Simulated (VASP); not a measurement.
## TiC: single point with PBEsol

TiC:

```
Ti C
1.0
     0.00000    2.14669    2.14669
     2.14669    0.00000    2.14669
     2.14669    2.14669    0.00000
Ti C
1 1
Direct
  0.00000 0.00000 0.00000
  0.44177 0.44177 0.55823
```

This cell differs from its parent crystal: all C atoms moved -0.250 Å, as atom 2 along Cartesian [0 0 1].

| Item | Value |
| --- | --- |
| Program | VASP 6.6.1 |
| Task | single point |
| Functional | PBEsol |
| Potentials or basis | VASP PAW PBE potentials, release 64 (Ti_sv, C) |
| Cutoff | 520 eV |
| k mesh | 24 × 24 × 24 |
| Occupations | gaussian, width 0.15 eV |
| Spin | no spin polarisation |
| Dipole correction | no |
| Further INCAR settings | ALGO = Normal; EDIFF = 1e-06; NBANDS = 15 |

| Item | Value |
| --- | --- |
| Pressure | 8.6 GPa |
| Largest force | 2.947 eV/Å |
| Band gap on the k mesh | zero (band 8 reaches 9.95 eV, above the bottom of band 9 at 8.93 eV) |

Forces in eV/Å, atoms in the order of the input:
```
Ti   0.000  0.000 -2.947
C    0.000  0.000  2.947
```

Stress tensor (GPa, compression positive):
```
 0.85  0.00  0.00
 0.00  0.85  0.00
 0.00  0.00 24.13
```

Levels at points of the mesh, in eV from the Fermi level:
```
           k point  band 5  band 6  band 7  band 8  band 9  band 10  band 11  band 12
(0.00, 0.00, 0.00)  -12.43   -0.42   -0.42   -0.22    0.69     1.81     3.02     3.02
(0.50, 0.00, 0.00)   -8.87   -5.94   -2.93   -2.85    2.91     3.07     4.29     6.89
(0.50, 0.50, 0.00)  -10.08   -3.20   -1.77    0.00    0.00     2.88     3.65     3.65
(0.00, 0.50, 0.50)  -10.06   -3.48   -2.77   -0.34    1.25     3.49     3.64     3.65
```

Run time: 2.1 min on 1 thread of Intel(R) Xeon(R) 6975P-C (Granite Rapids), on a shared host, peak memory 0.41 GiB.

Caveat: the cell differs from its parent crystal (all C atoms moved -0.250 Å, as atom 2 along Cartesian [0 0 1]); the PAW data sets were made with another functional, which shifts forces and pressure a little.
